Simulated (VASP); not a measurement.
A run of VASP 6.6.1 is set up as follows.

File POSCAR:

```
HfB2
1.0
    3.1400000000      0.0000000000      0.0000000000
   -1.5700000000      2.7193200000      0.0000000000
    0.0000000000      0.0000000000      3.4800000000
Hf B
1 2
Direct
    0.0000000000      0.0000000000      0.0000000000
    0.3333333333      0.6666666667      0.5000000000
    0.6666666667      0.3333333333      0.5000000000
```

File INCAR.step1:

```
SYSTEM = HfB2
  PREC = Accurate
  ENCUT = 600
  ISMEAR = -1
  SIGMA = 0.1
  LREAL = .FALSE.
  LASPH = .TRUE.
  NELM = 60
  GGA = PE
  ALGO = Normal
  EDIFF = 1E-4
  LWAVE = .TRUE.
  LCHARG = .FALSE.
```

The input INCAR.step2:

```
SYSTEM = HfB2
  PREC = Accurate
  ENCUT = 600
  EDIFF = 1E-7
  ISMEAR = -1
  SIGMA = 0.1
  LREAL = .FALSE.
  LASPH = .TRUE.
  NELM = 60
  ALGO = Normal
  ISIF = 3
  LWAVE = .FALSE.
  LCHARG = .FALSE.
  METAGGA = R2SCAN
  LMIXTAU = .TRUE.
  IVDW = 13
  VDW_S6 = 1.0
  VDW_S8 = 0.6018749
  VDW_A1 = 0.51559235
  VDW_A2 = 5.77342911
  IBRION = 2
  NSW = 60
  EDIFFG = -0.005
  ISTART = 1
```

KPOINTS

```
Automatic mesh
0
G
  12 12 10
  0 0 0
```

Potentials or basis: VASP PAW PBE potentials, release 64 (Hf_pv, B).

Command:

```bash
$ cat potpaw_PBE.64/Hf_pv/POTCAR potpaw_PBE.64/B/POTCAR > POTCAR
$ cp INCAR.step1 INCAR
$ mpirun -np 1 vasp_std > vasp.out
$ cp INCAR.step2 INCAR
$ mpirun -np 1 vasp_std > vasp.out
```

Question: Estimate the dispersion energy per atom.

Answer: -0.115 eV.

Question: Estimate the band gap on the k mesh.

Answer: Zero (bands 8 and 9 overlap by 1.48 eV).

Question: Estimate the relaxed cell.

Answer: a = 3.128 Å, b = 3.128 Å, c = 3.462 Å, α = 90.00°, β = 90.00°, γ = 120.00°.

Question: Estimate the space group after relaxing (to 0.1 Å).

Answer: P6/mmm (No. 191).

The path:
```
step  energy change (eV)  largest force (eV/Å)  pressure (GPa)  volume (Å³)
   1              0.0000                0.0000           -3.34        29.71
   2              0.0034                0.0000            4.73        28.83
   3             -0.0039                0.0000           -0.07        29.34
   4             -0.0039                0.0000            0.01        29.33
   5             -0.0039                0.0000            0.00        29.33
```

Caveat: the PAW data sets were made with another functional, which shifts forces and pressure a little; spin-orbit coupling is left out, which moves the levels of the heavy elements.
